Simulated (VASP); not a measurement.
Here is a VASP 6.6.1 calculation.

Contents of POSCAR:

```
CsH
1.0
    0.0000000000      3.1880000000      3.4430400000
    3.1880000000      0.0000000000      3.4430400000
    3.1880000000      3.1880000000      0.0000000000
Cs H
1 1
Direct
    0.0000000000      0.0000000000      0.0000000000
    0.5000000000      0.5000000000      0.5000000000
```

File INCAR.step1:

```
ALGO     = Normal         # electronic algorithm
EDIFF    = 1E-4           # SCF threshold, eV
ENCUT    = 520            # plane-wave cutoff, eV
GGA      = PE             # functional
ISMEAR   = 0              # smearing method
LASPH    = True           # aspherical terms in the spheres
LCHARG   = False          # write CHGCAR
LREAL    = False          # projectors in reciprocal space
LWAVE    = True           # write WAVECAR
NBANDS   = 12             # bands
NELM     = 100            # most SCF steps
PREC     = Accurate       # precision mode
SIGMA    = 0.05           # smearing width, eV
```

File INCAR.step2:

```
ALGO     = Normal         # electronic algorithm
EDIFF    = 1E-6           # SCF threshold, eV
ENCUT    = 520            # plane-wave cutoff, eV
ISIF     = 2              # what is computed and relaxed
ISMEAR   = 0              # smearing method
ISTART   = 1            
LASPH    = True           # aspherical terms in the spheres
LCHARG   = False          # write CHGCAR
LMIXTAU  = True         
LREAL    = False          # projectors in reciprocal space
LWAVE    = False          # write WAVECAR
METAGGA  = R2SCAN         # meta-GGA
NBANDS   = 12             # bands
NELM     = 100            # most SCF steps
PREC     = Accurate       # precision mode
SIGMA    = 0.05           # smearing width, eV
```

The input KPOINTS:

```
k-points
0
Gamma
  6 6 6
```

Potentials or basis: VASP PAW PBE potentials, release 64 (Cs_sv, H).

Command:

```sh
$ cat potpaw_PBE.64/Cs_sv/POTCAR potpaw_PBE.64/H/POTCAR > POTCAR
$ cp INCAR.step1 INCAR
$ mpirun -np 1 vasp_std > vasp.out
$ cp INCAR.step2 INCAR
$ mpirun -np 1 vasp_std > vasp.out
```

(1) Predict the band gap on the k mesh.

(2) What does it give for the pressure?

Answers

(1) 2.72 eV, direct.

(2) -0.5 GPa.

Caveat: the cell differs from its parent crystal (strain +0.000 along x and y, +0.080 along z); the PAW data sets were made with another functional, which shifts forces and pressure a little; spin-orbit coupling is left out, which moves the levels of the heavy elements.
